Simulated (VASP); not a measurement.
Here is a VASP 6.6.1 calculation.

The input INCAR:

```
SYSTEM = Cd3HgO4
ALGO     = Normal         ! electronic algorithm
EDIFF    = 1E-7           ! SCF threshold, eV
ENCUT    = 520            ! plane-wave cutoff, eV
GGA      = PE             ! functional
ISIF     = 2              ! what is computed and relaxed
ISMEAR   = 0              ! smearing method
LASPH    = .True.         ! aspherical terms in the spheres
LCHARG   = .False.        ! write CHGCAR
LREAL    = .False.        ! projectors in reciprocal space
LWAVE    = .False.        ! write WAVECAR
NBANDS   = 46             ! bands
NELM     = 80             ! most SCF steps
PREC     = Accurate       ! precision mode
SIGMA    = 0.1            ! smearing width, eV
```

Contents of KPOINTS:

```
k-points
0
Gamma
  8 8 8
  0 0 0
```

File POSCAR:

```
Cd3HgO4
1.0
    4.8089572000      0.0000000000      0.0000000000
    0.0000000000      4.8089572000      0.0000000000
    0.0000000000      0.0000000000      4.8089572000
Cd Hg O
3 1 4
Direct
    0.5000000000      0.0000000000      0.5000000000
    0.5000000000      0.5000000000      0.0000000000
    0.0000000000      0.5000000000      0.5000000000
    0.0000000000      0.0000000000      0.0000000000
    0.0000000000      0.5000000000      0.0000000000
    0.5000000000      0.5000000000      0.5000000000
    0.0000000000      0.0000000000      0.5000000000
    0.5000000000      0.0000000000      0.0000000000
```

Potentials or basis: VASP PAW PBE potentials, release 64 (Cd, Hg, O).

Run with:

```sh
$ cat potpaw_PBE.64/Cd/POTCAR potpaw_PBE.64/Hg/POTCAR potpaw_PBE.64/O/POTCAR > POTCAR
$ mpirun -np 1 vasp_std > vasp.out
```

Estimate the pressure.

1.1 GPa.

What does it give for the band gap on the k mesh?

Zero (bands 36 and 37 overlap by 1.78 eV).

Caveat: spin-orbit coupling is left out, which moves the levels of the heavy elements.
